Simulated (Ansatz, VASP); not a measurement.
# C: VASP beside Ansatz

INCAR

```
SYSTEM = C
  PREC = Accurate
  ENCUT = 520
  EDIFF = 1E-6
  ISMEAR = 0
  SIGMA = 0.05
  LREAL = .False.
  LASPH = .True.
  NELM = 60
  ALGO = Normal
  ISIF = 2
  LWAVE = .False.
  LCHARG = .True.
  GGA = CA
  LELF = .True.
  LVHAR = .True.
  NBANDS = 11
```

File KPOINTS:

```
Automatic mesh
0
Gamma
  14 14 14
  0 0 0
```

Contents of POSCAR:

```
C
1.0
    0.0000000000      2.0950950000      3.4484400000
    1.2095800000      0.0000000000      3.4484400000
    1.2095800000      2.0950950000      0.0000000000
C
2
Direct
    0.1666700000      0.8333300000      0.1666700000
    0.8333300000      0.1666700000      0.8333300000
```

Input for Ansatz:

```yaml
crystal:
  lattice:
    - [0.0, 2.095095, 3.44844]
    - [1.20958, 0.0, 3.44844]
    - [1.20958, 2.095095, 0.0]
  atoms:
    - { symbol: C, position: [0.16667, 0.83333, 0.16667] }
    - { symbol: C, position: [0.83333, 0.16667, 0.83333] }
basis:
  ecutwfc: 420
kpoints:
  mp_grid: { grid: [14, 14, 14] }
hamiltonian:
  xc: lda
scf:
  occupations: { method: gaussian, width: 0.05 }
output:
  forces: true
  stress: true
  eigenvalues: true
```

Change from the starting cell: strain -0.015 along x and y, +0.030 along z, atoms carried along.

Alike in both runs: task single point; functional LDA; k mesh 14 × 14 × 14; occupations gaussian, width 0.05 eV; no spin polarisation.

|  | VASP | Ansatz |
| --- | --- | --- |
| version | VASP 6.6.1 | Ansatz 0.2.0 |
| potentials or method | VASP PAW LDA potentials, release 64 (C), cutoff 520 eV | scalar-relativistic, plane waves, PAW |
| valence electrons in the cell | 8 | 8 |

Ansatz gave:

| Item | Value |
| --- | --- |
| gap on the k mesh at the Fermi level (eV) | 0.51 |
| least direct gap on the mesh (eV) | 0.62 |
| pressure (GPa) | 9.1 |
| traceless stress, the component that is largest in VASP (GPa) | -9.72 |
| rms of the force components (eV/Å) | 0.015 |

**Question.** Which values does VASP return?

**Answer.** gap on the k mesh at the Fermi level (eV): 0.51; least direct gap on the mesh (eV): 0.62; pressure (GPa): 9.9; traceless stress, the component that is largest in VASP (GPa): -10.65; rms of the force components (eV/Å): 0.015.

LDA's correlation is that of Perdew and Zunger in VASP and of Perdew and Wang (1992) in Ansatz. Atom by atom the forces differ by 0.000 eV/Å (rms over components).
